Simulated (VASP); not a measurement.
# Hf (Pm-3n) in VASP: single point with revPBE

Aim: the single point of Hf with revPBE.

All numbers are computed with VASP 6.6.1; they aren't measurements. Logs are shortened: lines on timing, memory, paths and dates and some standing lists are left out, and cuts for length are marked.

## (1) The cell of the first run

It takes space group Pm-3n (No. 223, cubic). Conventional cell: a = 5.696 Å, b = 5.696 Å, c = 5.696 Å, α = 90.00°, β = 90.00°, γ = 90.00°. Within 4.2 Å of Hf (site symmetry m-3) lie 12 Hf at 3.18 Å. Hf (site symmetry -4m2) has 14 Hf at 2.85 to 3.49 Å within 3.8 Å.

## (2) Single point, revPBE

File INCAR:

```
PREC     = Accurate       # precision mode
ENCUT    = 520            # plane-wave cutoff, eV
EDIFF    = 1E-6           # SCF threshold, eV
ISMEAR   = -1             # smearing method
SIGMA    = 0.1            # smearing width, eV
LREAL    = F              # projectors in reciprocal space
LASPH    = T              # aspherical terms in the spheres
NELM     = 80             # most SCF steps
ALGO     = Normal         # electronic algorithm
ISIF     = 2              # what is computed and relaxed
LWAVE    = F              # write WAVECAR
LCHARG   = F              # write CHGCAR
GGA      = RE             # functional
NBANDS   = 50             # bands
```

File KPOINTS:

```
regular mesh
0
Gamma
  6 6 6
```

File POSCAR:

```
Hf
1.0
    5.6959469472      0.0000000000      0.0000000000
    0.0000000000      5.6959469472      0.0000000000
    0.0000000000      0.0000000000      5.6959469472
Hf
8
Direct
    1.0000000000      0.0000000000      0.0000000000
    0.5000000000      0.5000000000      0.5000000000
    0.2500000000      0.0000000000      0.5000000000
    0.7500000000      1.0000000000      0.5000000000
    0.5000000000      0.2500000000      0.0000000000
    0.5000000000      0.7500000000      1.0000000000
    0.0000000000      0.5000000000      0.2500000000
    0.0000000000      0.5000000000      0.7500000000
```

Potentials or basis: VASP PAW PBE potentials, release 64 (Hf_pv).

Launch:

```
$ cat potpaw_PBE.64/Hf_pv/POTCAR > POTCAR
$ mpirun -np 1 vasp_std > vasp.out
```

OUTCAR:

```text
PREC = Accurate
   ENCUT = 520
   EDIFF = 1E-6
   ISMEAR = -1
   LREAL = F
   LASPH = T
   NELM = 80
   ISIF = 2
   GGA = RE

 ion  position               nearest neighbor table
   1  0.000  0.000  0.000-   3 3.18   4 3.18   5 3.18   6 3.18   7 3.18   8 3.18   3 3.18   4 3.18
                             7 3.18   8 3.18   5 3.18   6 3.18
   2  0.500  0.500  0.500-   3 3.18   4 3.18   5 3.18   6 3.18   7 3.18   8 3.18   5 3.18   6 3.18
                             3 3.18   4 3.18   7 3.18   8 3.18
   3  0.250  0.000  0.500-   4 2.85   4 2.85   1 3.18   1 3.18   2 3.18   2 3.18   5 3.49   6 3.49
                             6 3.49   5 3.49   8 3.49   7 3.49   8 3.49   7 3.49
   4  0.750  0.000  0.500-   3 2.85   3 2.85   1 3.18   1 3.18   2 3.18   2 3.18   5 3.49   6 3.49
                             6 3.49   5 3.49   8 3.49   7 3.49   8 3.49   7 3.49
   5  0.500  0.250  0.000-   6 2.85   6 2.85   1 3.18   2 3.18   2 3.18   1 3.18   3 3.49   4 3.49
                             3 3.49   4 3.49   8 3.49   7 3.49   7 3.49   8 3.49
   6  0.500  0.750  0.000-   5 2.85   5 2.85   1 3.18   2 3.18   2 3.18   1 3.18   3 3.49   4 3.49
                             3 3.49   4 3.49   8 3.49   7 3.49   7 3.49   8 3.49
   7  0.000  0.500  0.250-   8 2.85   8 2.85   1 3.18   2 3.18   1 3.18   2 3.18   3 3.49   4 3.49
                             5 3.49   3 3.49   4 3.49   6 3.49   5 3.49   6 3.49
   8  0.000  0.500  0.750-   7 2.85   7 2.85   1 3.18   2 3.18   1 3.18   2 3.18   3 3.49   4 3.49
                             5 3.49   3 3.49   4 3.49   6 3.49   5 3.49   6 3.49

  LATTYP: Found a simple cubic cell.
 ALAT       =     5.6959469472

  Lattice vectors:

 A1 = (   5.6959469472,   0.0000000000,   0.0000000000)
 A2 = (   0.0000000000,   5.6959469472,   0.0000000000)
 A3 = (   0.0000000000,   0.0000000000,   5.6959469472)

Analysis of symmetry for initial positions (statically):
=====================================================================
 Subroutine PRICEL returns:
 Original cell was already a primitive cell.

 Routine SETGRP: Setting up the symmetry group for a
 simple cubic supercell.

 Subroutine GETGRP returns: Found 48 space group operations
 (whereof 24 operations were pure point group operations)
 out of a pool of 48 trial point group operations.

The static configuration has the point symmetry T_h .
 The point group associated with its full space group is O_h .

Analysis of symmetry for dynamics (positions and initial velocities):
=====================================================================
 Subroutine PRICEL returns:
 Original cell was already a primitive cell.

 Routine SETGRP: Setting up the symmetry group for a
 simple cubic supercell.

[... 120 lines left out ...]
   POTIM  = 0.5000    time-step for ionic-motion
   TEBEG  =    0.0;   TEEND  =   0.0 temperature during run
   PSTRESS=    0.0 pullay stress
   NELECT =      80.0000    total number of electrons
   NUPDOWN=      -1.0000    fix difference up-down
   EMIN   =  10.00;   EMAX   =-10.00  energy-range for DOS
   EFERMI =   0.00;   METHOD = LEGACY
   ISMEAR =    -1;   SIGMA  =   0.10  broadening in eV -4-tet -1-fermi 0-gaus
   EFERMI_NEDOS =   21; number of points for ismear=-14 and -15
   IALGO  =     38    algorithm
   IMIX   =      4    mixing-type and parameters
     AMIX     =   0.40;   BMIX     =  1.00
     AMIX_MAG =   1.60;   BMIX_MAG =  1.00
  volume/ion in A,a.u.               =      23.10       155.88
  Fermi-wavevector in a.u.,A,eV,Ry     =   1.238432  2.340297 20.867449  1.533714
  Thomas-Fermi vector in A             =   2.372958
   LORBIT       =      0    0 simple, 1 ext, 2 COOP (PROOUT), +10 PAW based schemes
   GGA     = RE    functional components
   LHFCALC =     F    Hartree Fock is set to
   AEXX    =    0.0000 exact exchange contribution
   IVDW    =     0    specifies the selected vdW correction
   LEPSILON=     F    determine dielectric tensor
   LRPA    =     F    only Hartree local field effects (RPA)
 non-spin polarized calculation
  energy-cutoff  :      520.00
  volume of cell :      184.80
 maximum number of plane-waves:      5017
   NGX = 21   NGY = 21   NGZ = 21

 number of electron      80.0000039 magnetization

 Free energy of the ion-electron system (eV)
  ---------------------------------------------------
  ext. energy  EPLUGINS =         0.00000000
  ---------------------------------------------------
  free energy    TOTEN  =       -75.00789059 eV

  energy without entropy =      -74.41162660  energy(sigma->0) =      -74.70975860

 E-fermi :   4.3018     XC(G=0): -11.0783

 val. band max:        4.2952193024   @ k =   0.5000   0.1667   0.0000
 cond. band min:       4.3159165589   @ k =   0.5000   0.1667   0.1667
 fundamental gap:      0.0206972564
 Fermi energy:         4.3018234853

 k-point     1 :       0.0000    0.0000    0.0000
  band No.  band energies     occupation
      1     -26.4259      2.00000
      2     -26.4259      2.00000
      3     -26.3413      2.00000
      4     -26.1702      2.00000
      5     -26.1702      2.00000
      6     -26.1702      2.00000
[... 1049 lines left out ...]
     49       7.7897      0.00000
     50       7.7897      0.00000

------------------------ aborting loop because EDIFF is reached ----------------------------------------

  FORCE on cell =-STRESS in cart. coord.  units (eV):
  Direction    XX          YY          ZZ          XY          YZ          ZX
  --------------------------------------------------------------------------------------
  -------------------------------------------------------------------------------------
  Total       -0.4574818     -0.4574818     -0.4574818     -0.0000000      0.0000000      0.0000000
  in kB       -3.9663093     -3.9663093     -3.9663093     -0.0000000      0.0000000      0.0000000
  external PRESSURE =      -3.9663093 kB  Pullay stress =       0.0000000 kB

 VOLUME and BASIS-vectors are now :
 -----------------------------------------------------------------------------
  energy-cutoff  :      520.00
  volume of cell :      184.80
      direct lattice vectors                 reciprocal lattice vectors
     5.695946947  0.000000000  0.000000000     0.175563433  0.000000000  0.000000000
     0.000000000  5.695946947  0.000000000     0.000000000  0.175563433  0.000000000
     0.000000000  0.000000000  5.695946947     0.000000000  0.000000000  0.175563433

 POSITION                                       TOTAL-FORCE (eV/Angst)
 -----------------------------------------------------------------------------------
      0.00000      0.00000      0.00000        -0.000000     -0.000000     -0.000000
      2.84797      2.84797      2.84797        -0.000000     -0.000000     -0.000000
      1.42399      0.00000      2.84797        -0.000000     -0.000000     -0.000000
      4.27196      0.00000      2.84797         0.000000      0.000000      0.000000
      2.84797      1.42399      0.00000        -0.000000      0.000000     -0.000000
      2.84797      4.27196      0.00000        -0.000000     -0.000000      0.000000
      0.00000      2.84797      1.42399         0.000000     -0.000000      0.000000
      0.00000      2.84797      4.27196        -0.000000      0.000000     -0.000000
 -----------------------------------------------------------------------------------
    total drift:                                0.000000     -0.000000     -0.000000

  FREE ENERGIE OF THE ION-ELECTRON SYSTEM (eV)
  ---------------------------------------------------
  free  energy   TOTEN  =       -75.0078905910 eV

  energy  without entropy=      -74.4116266015  energy(sigma->0) =      -74.70975860
```

Run time: 4.6 min. Hardware: 1 thread of Intel Xeon 8259CL, shared host; peak memory 0.33 GiB.

What came out:

```
Free energy            : -75.0079 eV
Pressure               : -0.4 GPa
Band gap on the k mesh : zero (bands 40 and 41 overlap by 0.52 eV)
```

Levels at points of the mesh, in eV from the Fermi level:
| k point | band 37 | band 38 | band 39 | band 40 | band 41 | band 42 | band 43 | band 44 |
| --- | --- | --- | --- | --- | --- | --- | --- | --- |
| (0.00, 0.00, 0.00) | -0.83 | -0.70 | -0.43 | -0.43 | -0.43 | -0.02 | 0.07 | 0.07 |
| (0.50, 0.00, 0.00) | -0.23 | -0.23 | -0.04 | -0.04 | 0.02 | 0.02 | 0.23 | 0.23 |
| (0.50, 0.50, 0.00) | -0.12 | -0.08 | -0.08 | 0.02 | 0.02 | 0.02 | 0.09 | 0.83 |
| (0.50, 0.50, 0.50) | 0.09 | 0.09 | 0.09 | 0.09 | 0.09 | 0.09 | 0.61 | 0.61 |

Caveat: the PAW data sets were made with another functional, which shifts forces and pressure a little; spin-orbit coupling is left out, which moves the levels of the heavy elements.
